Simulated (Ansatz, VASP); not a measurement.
BaS: VASP beside Ansatz

```xyz
4
Lattice="5.4259 0.0000 0.0000 0.0000 5.4259 0.0000 0.0000 0.0000 3.8602" Properties=species:S:1:pos:R:3 pbc="T T T"
Ba    0.0000    0.0000    0.0000
Ba    2.7130    2.7130    0.0000
S     0.0000    2.7130    1.9226
S     2.7130    0.0000    1.9375
```

Change from the starting cell: species swapped into the InBi type (P4/nmm, No. 129).

Alike in both runs: functional PBE; k mesh 3 × 3 × 3; occupations gaussian, width 0.15 eV; no spin polarisation.

Ansatz relaxed the structure, and its values are those at the end. VASP's run is a single point on that final structure, the one shown.

```csv
,VASP,Ansatz
version,VASP 6.6.1,Ansatz 0.2.0
potentials or method,"VASP PAW PBE potentials, release 64 (Ba_sv, S), cutoff 500 eV","scalar-relativistic, plane waves, PAW"
valence electrons in the cell,32,32
```

VASP gave:

- gap on the k mesh at the Fermi level (eV): 1.46
- least direct gap on the mesh (eV): 1.46
- pressure (GPa): 0.9

Problem. Which values does Ansatz return?

Solution. gap on the k mesh at the Fermi level (eV): 1.59; least direct gap on the mesh (eV): 1.59; pressure (GPa): 0.0.

The functional is the same, so the differences come from potentials, cutoffs and numerics.

The k mesh is coarse, so the values compare programs but aren't converged. Spin-orbit coupling is off throughout.
